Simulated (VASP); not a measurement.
Write the native input for VASP 6.6.1 that does the following.

```yaml
Task: single point
Functional: PBE
Potentials_or_basis: VASP PAW PBE potentials, release 64 (B)
Cutoff: 520 eV
k_mesh: 10 × 10 × 1
Occupations: gaussian, width 0.1 eV
Spin: no spin polarisation
Dipole_correction: yes
Further_INCAR_settings: ALGO = Normal; EDIFF = 1e-06; NBANDS = 10
```

The structure of B lies in POSCAR:

```
B
1.0
    1.6980040000      0.0000000000      0.0000000000
    0.0000000000      1.6980040000      0.0000000000
    0.0000000000      0.0000000000     18.0000000000
B
2
Direct
    0.5000000000      0.5000000000      0.4028499900
    0.5000000000      0.5000000000      0.5971500100
```

One way to write it, as run:

INCAR

```
  PREC = Accurate
  ENCUT = 520
  EDIFF = 1E-6
  ISMEAR = 0
  SIGMA = 0.1
  LREAL = F
  LASPH = T
  NELM = 100
  ALGO = Normal
  ISIF = 2
  LWAVE = F
  LCHARG = F
  LDIPOL = T
  IDIPOL = 3
  DIPOL = 0.5 0.5 0.500
  GGA = PE
  NBANDS = 10
```

KPOINTS

```
regular mesh
0
Gamma
  10 10 1
```

Potentials or basis: VASP PAW PBE potentials, release 64 (B).

Run with:

```sh
$ cat potpaw_PBE.64/B/POTCAR > POTCAR
$ mpirun -np 1 vasp_std > vasp.out
```

It gave:

```
Largest force          : 0.118 eV/Å
Band gap on the k mesh : zero (band 3 reaches 1.04 eV, above the bottom of band 4 at -6.35 eV)
```

Caveat: the k points lie up to 0.37 Å⁻¹ apart.

Run time: 21 s on 1 thread of AMD EPYC 7R43 64-Core Processor (Zen 3), with other jobs on the host, peak memory 0.12 GiB.
